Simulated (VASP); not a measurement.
A run of VASP 6.6.1 is set up as follows.

The input INCAR:

```
SYSTEM = BaF2
PREC = Accurate
ENCUT = 600
EDIFF = 1E-7
ISMEAR = 0
SIGMA = 0.02
LREAL = .FALSE.
LASPH = .TRUE.
NELM = 120
ALGO = Normal
ISIF = 3
LWAVE = .FALSE.
LCHARG = .FALSE.
GGA = PE
IBRION = 2
NSW = 100
EDIFFG = -0.005
GGA_COMPAT = .FALSE.
NELMIN = 4
```

Contents of KPOINTS:

```
regular mesh
0
G
  6 6 6
  0 0 0
```

File POSCAR:

```
BaF2
1.0
    0.0000000000      3.1000500000      3.1000500000
    3.1000500000      0.0000000000      3.1000500000
    3.1000500000      3.1000500000      0.0000000000
Ba F
1 2
Direct
    0.0000000000      0.0000000000      0.0000000000
    0.2500000000      0.2500000000      0.2500000000
    0.7500000000      0.7500000000      0.7500000000
```

Potentials or basis: VASP PAW PBE potentials, release 64 (Ba_sv, F).

Launch:

```bash
$ cat potpaw_PBE.64/Ba_sv/POTCAR potpaw_PBE.64/F/POTCAR > POTCAR
$ mpirun -np 1 vasp_std > vasp.out
```

Task: What does it give for the relaxed cell?

Result: a = 4.441 Å, b = 4.441 Å, c = 4.441 Å, α = 60.00°, β = 60.00°, γ = 60.00°.

Task: What does it give for the space group after relaxing (to 0.1 Å)?

Result: Fm-3m (No. 225).

Task: What does it give for the relaxed volume?

Result: 20.65 Å³/atom.

Task: Predict the band gap on the k mesh.

Result: 6.60 eV (least direct gap 6.65 eV).

Final structure:
```
Ba F
1.0
     0.00000    3.14061    3.14061
     3.14061    0.00000    3.14061
     3.14061    3.14061    0.00000
Ba F
1 2
Direct
  0.00000 0.00000 0.00000
  0.25000 0.25000 0.25000
  0.75000 0.75000 0.75000
```

Caveat: spin-orbit coupling is left out, which moves the levels of the heavy elements. PBE usually gives volumes a little too large and moduli too small.
